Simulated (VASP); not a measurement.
A run of VASP 6.6.1:

Contents of INCAR:

```
PREC = Accurate
ENCUT = 520
EDIFF = 1E-6
ISMEAR = -1
SIGMA = 0.05
LREAL = False
LASPH = True
NELM = 80
ALGO = Normal
ISIF = 2
LWAVE = False
LCHARG = True
GGA = PE
LELF = True
LVHAR = True
NBANDS = 26
```

File KPOINTS:

```
regular mesh
0
Gamma
  7 7 5
```

Contents of POSCAR:

```
AgCl
1.0
    3.9005233133      0.0000000000      0.0000000000
    0.0000000000      3.9761801032      0.0000000000
   -0.5454692849      0.0000000000      5.5350250476
Ag Cl
2 2
Direct
    0.8159810000      0.7500000000      0.7819190000
    0.1840190000      0.2500000000      0.2180810000
    0.2923420000      0.2500000000      0.7374360000
    0.7076580000      0.7500000000      0.2625640000
```

Potentials or basis: VASP PAW PBE potentials, release 64 (Ag, Cl).

Command:

```bash
$ cat potpaw_PBE.64/Ag/POTCAR potpaw_PBE.64/Cl/POTCAR > POTCAR
$ mpirun -np 1 vasp_std > vasp.out
```

Hardware: 1 thread of Intel Xeon 8259CL, with other jobs on the host.

**Question.** Estimate the wall time of this run.

**Answer.** Run time: 3.2 min on 1 thread of Intel Xeon 8259CL, on a shared host, peak memory 0.27 GiB. Counts: scf iterations 13, k points 72.
